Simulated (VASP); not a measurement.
Here is a VASP 6.6.1 calculation.

Contents of INCAR:

```
SYSTEM = CaS
PREC     = Accurate       ! precision mode
ENCUT    = 500            ! plane-wave cutoff, eV
EDIFF    = 1E-6           ! SCF threshold, eV
ISMEAR   = -1             ! smearing method
SIGMA    = 0.01           ! smearing width, eV
LREAL    = .FALSE.        ! projectors in reciprocal space
LASPH    = .TRUE.         ! aspherical terms in the spheres
NELM     = 120            ! most SCF steps
ALGO     = Normal         ! electronic algorithm
ISIF     = 2              ! what is computed and relaxed
LWAVE    = .FALSE.        ! write WAVECAR
LCHARG   = .FALSE.        ! write CHGCAR
GGA      = PE             ! functional
ISYM     = 0            
NBANDS   = 15             ! bands
GGA_COMPAT= .FALSE.
```

The input KPOINTS:

```
Automatic mesh
0
Gamma
  7 7 7
  0.5 0.5 0.5
```

POSCAR

```
CaS
1.0
    0.0284300000      2.8430000000      2.8430000000
    2.8430000000      0.0284300000      2.8430000000
    2.8714300000      2.8714300000      0.0000000000
Ca S
1 1
Direct
    0.0000000000      0.0000000000      0.0000000000
    0.5000000000      0.5000000000      0.5000000000
```

Potentials or basis: VASP PAW PBE potentials, release 64 (Ca_sv, S).

Command:

```bash
$ cat potpaw_PBE.64/Ca_sv/POTCAR potpaw_PBE.64/S/POTCAR > POTCAR
$ mpirun -np 1 vasp_std > vasp.out
```

Task: What does it give for the pressure?

Result: 0.9 GPa.

Task: Predict the band gap on the k mesh.

Result: 2.53 eV (least direct gap 3.26 eV).

Stress tensor (GPa, compression positive):
```
 0.96 -0.67  0.00
-0.67  0.96  0.00
 0.00  0.00  0.94
```

Caveat: a shifted mesh leaves out Γ, where band edges can lie. A hybrid or GW would open this gap; PBE tends to underestimate it.
